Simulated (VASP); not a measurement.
The system is AlP.

```
CELL_PARAMETERS angstrom
0.00000 2.75340 2.75340
2.75340 0.00000 2.75340
2.75340 2.75340 0.00000
ATOMIC_POSITIONS crystal
Al 0.00000 0.00000 0.00000
P 0.25000 0.25000 0.25000
```

```yaml
Program: VASP 6.6.1
Task: relaxation of cell and atoms
Functional: PBEsol
Potentials_or_basis: VASP PAW PBE potentials, release 64 (Al, P)
Cutoff: 500 eV
k_mesh: 8 × 8 × 8
Occupations: fermi-dirac, width 0.02 eV
Spin: no spin polarisation
```

At the start: pressure -1.6 GPa; volume 20.87 Å³/atom.

Problem. How do energy, volume and symmetry change on relaxing?

Solution. Over 3 steps the energy falls by 2.1 meV/atom and the volume is 20.47 Å³/atom (-1.9 %); space group F-43m (No. 216, to 0.05 Å).

Step by step:
```tsv
step	energy change (eV)	largest force (eV/Å)	pressure (GPa)	volume (Å³)
1	0.0000	0.0000	-1.62	41.75
2	-0.0027	0.0000	1.01	40.48
3	-0.0042	0.0000	0.00	40.94
```

Final structure:
```
CELL_PARAMETERS angstrom
0.00000 2.73559 2.73559
2.73559 0.00000 2.73559
2.73559 2.73559 0.00000
ATOMIC_POSITIONS crystal
Al 0.00000 0.00000 0.00000
P 0.25000 0.25000 0.25000
```

Caveat: the PAW data sets were made with another functional, which shifts forces and pressure a little.
